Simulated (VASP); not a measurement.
A run of VASP 6.6.1 is set up as follows.

INCAR

```
PREC     = Accurate       # precision mode
ENCUT    = 600            # plane-wave cutoff, eV
EDIFF    = 1E-7           # SCF threshold, eV
ISMEAR   = 1              # smearing method
SIGMA    = 0.1            # smearing width, eV
LREAL    = F              # projectors in reciprocal space
LASPH    = T              # aspherical terms in the spheres
NELM     = 100            # most SCF steps
ALGO     = Normal         # electronic algorithm
ISIF     = 3              # what is computed and relaxed
LWAVE    = F              # write WAVECAR
LCHARG   = F              # write CHGCAR
GGA      = PS             # functional
IVDW     = 12             # dispersion correction
IBRION   = 2              # ionic algorithm
NSW      = 100            # ionic steps
EDIFFG   = -0.03          # ionic threshold
```

Contents of KPOINTS:

```
regular mesh
0
Gamma
  12 12 12
```

The input POSCAR:

```
Ge
1.0
   -2.5744900000      2.5744900000      1.3974130000
    2.5744900000     -2.5744900000      1.3974130000
    2.5744900000      2.5744900000     -1.3974130000
Ge
2
Direct
    0.2500000000      0.7500000000      0.5000000000
    0.5000000000      0.5000000000      0.0000000000
```

Potentials or basis: VASP PAW PBE potentials, release 64 (Ge_d).

Command:

```console
$ cat potpaw_PBE.64/Ge_d/POTCAR > POTCAR
$ mpirun -np 1 vasp_std > vasp.out
```

(1) Predict the relaxed cell.

(2) What does it give for the space group after relaxing (to 0.1 Å)?

Answers

(1) a = 3.836 Å, b = 3.836 Å, c = 3.836 Å, α = 97.45°, β = 97.45°, γ = 137.80°.

(2) I4_1/amd (No. 141).
